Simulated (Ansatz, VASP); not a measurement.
One calculation of Zn4SiN, two programs

```
CELL_PARAMETERS angstrom
0.00000 3.35564 3.35564
3.35564 0.00000 3.35564
3.35564 3.35564 0.00000
ATOMIC_POSITIONS crystal
Zn 0.37480 0.37480 0.87559
Zn 0.87559 0.37480 0.37480
Zn 0.37480 0.37480 0.37480
Zn 0.37480 0.87559 0.37480
Si 0.00000 0.00000 0.00000
N 0.75000 0.75000 0.75000
```

Change from the starting cell: species swapped into the ErInCu4 type (F-43m, No. 216).

Alike in both runs: task single point; functional PBE; k mesh 4 × 4 × 4; occupations gaussian, width 0.1 eV; collinear spin.

|  | VASP | Ansatz |
| --- | --- | --- |
| version | VASP 6.6.1 | Ansatz 0.2.0 |
| potentials or method | VASP PAW PBE potentials, release 64 (Zn, Si, N), cutoff 520 eV | scalar-relativistic, plane waves, PAW |
| valence electrons in the cell | 57 | 57 |

|  | VASP | Ansatz | Ansatz less VASP |
| --- | --- | --- | --- |
| gap on the k mesh at the Fermi level (eV) | none | none | - |
| pressure (GPa) | 18.4 | 17.8 | -0.55 |
| rms of the force components (eV/Å) | 0.079 | 0.077 | -0.0025 |
| net moment per atom (μB) | 0.18 | 0.18 | 0.000 |
| size of the moment on the site where the two differ most (μB) | 0.74 | 0.98 | +0.240 |

Site moments also hang on the region over which each program counts them. Atom by atom the forces differ by 0.003 eV/Å (rms over components). A gap of «none» marks a metal or a gap that the smearing closes.

The k mesh is coarse, so the values compare programs but aren't converged.
